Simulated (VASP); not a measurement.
# HfC (Fm-3m) in VASP: single point with PBEsol

Aim: the single point of HfC with PBEsol.

Program: VASP 6.6.1. These are calculated values, not measurements. Logs are shortened: lines on timing, memory, paths and dates and some standing lists are left out, and cuts for length are marked.

## (1) The cell of the first run

It takes space group Fm-3m (No. 225, cubic). The conventional cell has a = 4.607 Å, b = 4.607 Å, c = 4.607 Å, α = 90.00°, β = 90.00°, γ = 90.00°. Hf (site symmetry m-3m) has 6 C at 2.30 Å within 3.0 Å. C (site symmetry m-3m) has 6 Hf at 2.30 Å within 3.0 Å.

## (2) Single point, PBEsol

Contents of INCAR:

```
SYSTEM = HfC
PREC = Accurate
ENCUT = 600
EDIFF = 1E-6
ISMEAR = -1
SIGMA = 0.1
LREAL = .FALSE.
LASPH = .TRUE.
NELM = 120
ALGO = Normal
ISIF = 2
LWAVE = .FALSE.
LCHARG = .FALSE.
GGA = PS
NBANDS = 14
GGA_COMPAT = .FALSE.
```

Contents of KPOINTS:

```
Automatic mesh
0
G
  12 12 12
  0 0 0
```

Contents of POSCAR:

```
HfC
1.0
    2.3037266893      2.3037266893      0.0000000000
   -2.3037266893      2.3037266893      0.0000000000
    0.0000000000      2.3037266893      2.3037266893
Hf C
1 1
Direct
    0.5000000000      0.5000000000      0.0000000000
    0.0000000000      0.0000000000      0.0000000000
```

Potentials or basis: VASP PAW PBE potentials, release 64 (Hf_pv, C).

On the command line:

```bash
cat potpaw_PBE.64/Hf_pv/POTCAR potpaw_PBE.64/C/POTCAR > POTCAR
mpirun -np 1 vasp_std > vasp.out
```

OUTCAR:

```text
SYSTEM = HfC
   PREC = Accurate
   ENCUT = 600
   EDIFF = 1E-6
   ISMEAR = -1
   LREAL = .FALSE.
   LASPH = .TRUE.
   NELM = 120
   ISIF = 2
   GGA = PS

 ion  position               nearest neighbor table
   1  0.500  0.500  0.000-   2 2.30   2 2.30   2 2.30   2 2.30   2 2.30   2 2.30
   2  0.000  0.000  0.000-   1 2.30   1 2.30   1 2.30   1 2.30   1 2.30   1 2.30

  LATTYP: Found a face centered cubic cell.
 ALAT       =     4.6074533786

  Lattice vectors:

 A1 = (   0.0000000000,   2.3037266893,   2.3037266893)
 A2 = (   2.3037266893,   0.0000000000,   2.3037266893)
 A3 = (   2.3037266893,   2.3037266893,   0.0000000000)

Analysis of symmetry for initial positions (statically):
=====================================================================
 Subroutine PRICEL returns:
 Original cell was already a primitive cell.

 Routine SETGRP: Setting up the symmetry group for a
 face centered cubic supercell.

 Subroutine GETGRP returns: Found 48 space group operations
 (whereof 48 operations were pure point group operations)
 out of a pool of 48 trial point group operations.

The static configuration has the point symmetry O_h .

Analysis of symmetry for dynamics (positions and initial velocities):
=====================================================================
 Subroutine PRICEL returns:
 Original cell was already a primitive cell.

 Routine SETGRP: Setting up the symmetry group for a
 face centered cubic supercell.

 Subroutine GETGRP returns: Found 48 space group operations
 (whereof 48 operations were pure point group operations)
 out of a pool of 48 trial point group operations.

The dynamic configuration has the point symmetry O_h .

 Subroutine INISYM returns: Found 48 space group operations
 (whereof 48 operations are pure point group operations),
 and found     1 'primitive' translations

----------------------------------------------------------------------------------------

                                     Primitive cell

  volume of cell :      24.4525

  direct lattice vectors                    reciprocal lattice vectors
     2.303726689  2.303726689  0.000000000     0.217039635  0.217039635 -0.217039635
    -2.303726689  2.303726689  0.000000000    -0.217039635  0.217039635 -0.217039635
     0.000000000  2.303726689  2.303726689     0.000000000  0.000000000  0.434079270

  length of vectors
     3.257961528  3.257961528  3.257961528     0.375923675  0.375923675  0.434079270

  position of ions in fractional coordinates (direct lattice)
     0.500000000  0.500000000  0.000000000
     0.000000000  0.000000000  0.000000000

  ion indices of the primitive-cell ions
   primitive index   ion index
                 1           1
                 2           2

----------------------------------------------------------------------------------------

 KPOINTS: Automatic mesh

Automatic generation of k-mesh.
 Grid dimensions read from file:
 generate k-points for:   12   12   12

 Generating k-lattice:

  Cartesian coordinates                     Fractional coordinates (reciprocal lattice)
     0.018086636  0.018086636 -0.018086636     0.083333333  0.000000000  0.000000000
    -0.018086636  0.018086636 -0.018086636     0.000000000  0.083333333  0.000000000
     0.000000000  0.000000000  0.036173273     0.000000000  0.000000000  0.083333333

  Length of vectors
     0.031326973  0.031326973  0.036173273

  Shift w.r.t. Gamma in fractional coordinates (k-lattice)
     0.000000000  0.000000000  0.000000000

 Subroutine IBZKPT returns following result:
 ===========================================

 Found     72 irreducible k-points:

 Following reciprocal coordinates:
            Coordinates               Weight
  0.000000  0.000000  0.000000      1.000000
  0.083333  0.000000  0.000000      8.000000
  0.166667  0.000000  0.000000      8.000000
  0.250000  0.000000  0.000000      8.000000
  0.333333  0.000000  0.000000      8.000000
  0.416667  0.000000  0.000000      8.000000
[... 16 lines left out ...]
  0.500000  0.166667  0.000000     24.000000
 -0.416667  0.166667  0.000000     24.000000
 [... further k-points ...]
   k-points           NKPTS =     72   k-points in BZ     NKDIM =     72   number of bands    NBANDS=     14
   number of dos      NEDOS =    301   number of ions     NIONS =      2
   total plane-waves  NPLWV =  21952
   dimension x,y,z NGX =    28 NGY =   28 NGZ =   28
   dimension x,y,z NGXF=    56 NGYF=   56 NGZF=   56
   ions per type =               1   1
   NGX,Y,Z   is equivalent  to a cutoff of  14.29, 14.29, 14.29 a.u.
   NGXF,Y,Z  is equivalent  to a cutoff of  28.58, 28.58, 28.58 a.u.
 SYSTEM =  HfC
   PREC   = accura    normal or accurate (medium, high low for compatibility)
   ISTART =      0    job   : 0-new  1-cont  2-samecut
   ICHARG =      2    charge: 1-file 2-atom 10-const
   ISPIN  =      1    spin polarized calculation?
   LNONCOLLINEAR =      F non collinear calculations
   LSORBIT =      F    spin-orbit coupling
   LASPH  =      T    aspherical Exc in radial PAW
   ENCUT  =  600.0 eV  44.10 Ry    6.64 a.u.   6.51  6.51  6.51*2*pi/ulx,y,z
   NELM   =    120;   NELMIN=  2; NELMDL= -5     # of ELM steps
   EDIFF  = 0.1E-05   stopping-criterion for ELM
   LREAL  =      F    real-space projection
   EDIFFG = 0.1E-04   stopping-criterion for IOM
   NSW    =      0    number of steps for IOM
   IBRION =     -1    ionic relax: 0-MD 1-quasi-New 2-CG
   NFREE  =      0    steps in history (QN), initial steepest desc. (CG)
   ISIF   =      2    stress and relaxation
   ISYM   =      2    0-nonsym 1-usesym 2-fastsym
   POTIM  = 0.5000    time-step for ionic-motion
   TEBEG  =    0.0;   TEEND  =   0.0 temperature during run
   PSTRESS=    0.0 pullay stress
   NELECT =      14.0000    total number of electrons
   NUPDOWN=      -1.0000    fix difference up-down
   EMIN   =  10.00;   EMAX   =-10.00  energy-range for DOS
   EFERMI =   0.00;   METHOD = LEGACY
   ISMEAR =    -1;   SIGMA  =   0.10  broadening in eV -4-tet -1-fermi 0-gaus
   EFERMI_NEDOS =   21; number of points for ismear=-14 and -15
   IALGO  =     38    algorithm
   IMIX   =      4    mixing-type and parameters
     AMIX     =   0.40;   BMIX     =  1.00
     AMIX_MAG =   1.60;   BMIX_MAG =  1.00
  volume/ion in A,a.u.               =      12.23        82.51
  Fermi-wavevector in a.u.,A,eV,Ry     =   1.359387  2.568870 25.142668  1.847934
  Thomas-Fermi vector in A             =   2.486140
   LORBIT       =      0    0 simple, 1 ext, 2 COOP (PROOUT), +10 PAW based schemes
   GGA     = PS    functional components
   LHFCALC =     F    Hartree Fock is set to
   AEXX    =    0.0000 exact exchange contribution
   IVDW    =     0    specifies the selected vdW correction
   LEPSILON=     F    determine dielectric tensor
   LRPA    =     F    only Hartree local field effects (RPA)
 non-spin polarized calculation
  energy-cutoff  :      600.00
  volume of cell :       24.45
 maximum number of plane-waves:       869
 NGX is ok and might be reduce to    28
   NGX = 13   NGY = 13   NGZ = 13

 number of electron      13.9999999 magnetization

 Free energy of the ion-electron system (eV)
  ---------------------------------------------------
  ext. energy  EPLUGINS =         0.00000000
  ---------------------------------------------------
  free energy    TOTEN  =       -22.20119218 eV

  energy without entropy =      -22.19176838  energy(sigma->0) =      -22.19648028

 E-fermi :   6.0110     XC(G=0): -12.5568

 val. band max:        5.9697123336   @ k =   0.5000   0.5000   0.0000
 cond. band min:       6.0881255814   @ k =  -0.4167   0.3333   0.0000
 fundamental gap:      0.1184132478
 Fermi energy:         6.0110171672

 k-point     1 :       0.0000    0.0000    0.0000
  band No.  band energies     occupation
      1     -23.3477      2.00000
      2     -23.3477      2.00000
      3     -23.3477      2.00000
      4      -6.4101      2.00000
      5       7.0606      0.00006
      6       7.0606      0.00006
      7       7.0606      0.00006
      8       7.3706      0.00000
      9       7.3706      0.00000
     10       7.3706      0.00000
     11       9.4680      0.00000
     12       9.4680      0.00000
     13      13.1789      0.00000
     14      17.0449      0.00000

 k-point     2 :       0.0833    0.0000    0.0000
  band No.  band energies     occupation
      1     -23.4024      2.00000
      2     -23.3529      2.00000
      3     -23.3529      2.00000
      4      -6.2263      2.00000
      5       5.9224      1.41616
      6       6.2469      0.17267
      7       6.2469      0.17267
      8       7.7093      0.00000
      9       7.7093      0.00000
     10       8.0789      0.00000
     11      10.3186      0.00000
     12      10.3186      0.00000
     13      13.5653      0.00000
     14      17.5543      0.00000

 k-point     3 :       0.1667    0.0000    0.0000
  band No.  band energies     occupation
      1     -23.5488      2.00000
      2     -23.3669      2.00000
      3     -23.3669      2.00000
      4      -5.7023      2.00000
      5       4.4333      2.00000
      6       5.1487      1.99964
      7       5.1487      1.99964
      8       8.2668      0.00000
      9       8.2668      0.00000
     10       8.5764      0.00000
     11      11.9547      0.00000
     12      11.9547      0.00000
     13      14.4702      0.00000
     14      18.8762      0.00000
[... 324 lines left out ...]
 k-point    23 :       0.5000    0.1667    0.0000
  band No.  band energies     occupation
      1     -24.0237      2.00000
      2     -23.5370      2.00000
      3     -23.4704      2.00000
      4      -3.0871      2.00000
      5       0.6882      2.00000
      6       3.1278      2.00000
      7       3.5040      2.00000
      8       9.1212      0.00000
      9      11.7626      0.00000
     10      12.0337      0.00000
     11      14.6550      0.00000
     12      15.8202      0.00000
     13      17.6580      0.00000
     14      19.0639      0.00000

 k-point    24 :      -0.4167    0.1667    0.0000
  band No.  band energies     occupation
      1     -23.9447      2.00000
      2     -23.4996      2.00000
      3     -23.4750      2.00000
      4      -3.6778      2.00000
      5       1.3034      2.00000
      6       3.3591      2.00000
      7       3.9906      2.00000
      8       8.0523      0.00000
      9      11.6019      0.00000
     10      11.8877      0.00000
     11      14.2540      0.00000
     12      14.8047      0.00000
     13      17.6724      0.00000
     14      19.4106      0.00000

 [... further k-points ...]

------------------------ aborting loop because EDIFF is reached ----------------------------------------

  FORCE on cell =-STRESS in cart. coord.  units (eV):
  Direction    XX          YY          ZZ          XY          YZ          ZX
  --------------------------------------------------------------------------------------
  -------------------------------------------------------------------------------------
  Total       -0.0694046     -0.0694046     -0.0694046     -0.0000000      0.0000000      0.0000000
  in kB       -4.5475332     -4.5475332     -4.5475332     -0.0000000      0.0000000      0.0000000
  external PRESSURE =      -4.5475332 kB  Pullay stress =       0.0000000 kB

 VOLUME and BASIS-vectors are now :
 -----------------------------------------------------------------------------
  energy-cutoff  :      600.00
  volume of cell :       24.45
      direct lattice vectors                 reciprocal lattice vectors
     2.303726689  2.303726689  0.000000000     0.217039635  0.217039635 -0.217039635
    -2.303726689  2.303726689  0.000000000    -0.217039635  0.217039635 -0.217039635
     0.000000000  2.303726689  2.303726689     0.000000000  0.000000000  0.434079270

 POSITION                                       TOTAL-FORCE (eV/Angst)
 -----------------------------------------------------------------------------------
      0.00000      2.30373      0.00000         0.000000      0.000000      0.000000
      0.00000      0.00000      0.00000        -0.000000     -0.000000      0.000000
 -----------------------------------------------------------------------------------
    total drift:                               -0.000000      0.000000     -0.000000

  FREE ENERGIE OF THE ION-ELECTRON SYSTEM (eV)
  ---------------------------------------------------
  free  energy   TOTEN  =       -22.2011921758 eV

  energy  without entropy=      -22.1917683775  energy(sigma->0) =      -22.19648028
```

It took 27 s on 1 thread of Intel Xeon Platinum 8375C at 2.90GHz (Ice Lake), shared host; peak memory 0.17 GiB.

Results:

```
Free energy            : -22.2012 eV
Pressure               : -0.5 GPa
Band gap on the k mesh : zero (band 7 reaches 7.06 eV, above the bottom of band 8 at 5.60 eV)
```

Caveat: the PAW data sets were made with another functional, which shifts forces and pressure a little; spin-orbit coupling is left out, which moves the levels of the heavy elements.
